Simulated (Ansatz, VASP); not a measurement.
# HfH6: VASP beside Ansatz

```
CELL_PARAMETERS angstrom
4.48501 0.00000 0.00000
0.00000 4.48501 0.00000
0.00000 0.00000 2.81157
ATOMIC_POSITIONS crystal
Hf 0.00000 0.00000 0.00000
H 0.15238 0.69095 0.50000
H 0.84762 0.30905 0.50000
H 0.30905 0.15238 0.50000
H 0.69095 0.84762 0.50000
H 0.00000 0.50000 0.50000
H 0.50000 0.00000 0.50000
```

Alike in both runs: functional PBE; k mesh 4 × 4 × 4; occupations gaussian, width 0.1 eV; no spin polarisation.

Ansatz relaxed the structure, and its values are those at the end. VASP's run is a single point on that final structure, the one shown.

|  | VASP | Ansatz |
| --- | --- | --- |
| version | VASP 6.6.1 | Ansatz 0.2.0 |
| potentials or method | VASP PAW PBE potentials, release 64 (Hf_pv, H), cutoff 520 eV | scalar-relativistic, plane waves, PAW |
| valence electrons in the cell | 16 | 32 |

Ansatz gave:

- gap on the k mesh at the Fermi level (eV): none
- pressure (GPa): 0.2
- rms of the force components (eV/Å): 0.003

Problem. Which values does VASP return?

Solution. gap on the k mesh at the Fermi level (eV): none; pressure (GPa): -0.4; rms of the force components (eV/Å): 0.009.

A gap of «none» marks a metal or a gap that the smearing closes. With one functional, cell and mesh, what is left measures potentials, basis and numerics. VASP's potentials hold 16 valence electrons a cell and Ansatz's 32, so a difference there can come from the potentials and not from the codes.

The k mesh is coarse, so the values compare programs but aren't converged. Spin-orbit coupling is off throughout.
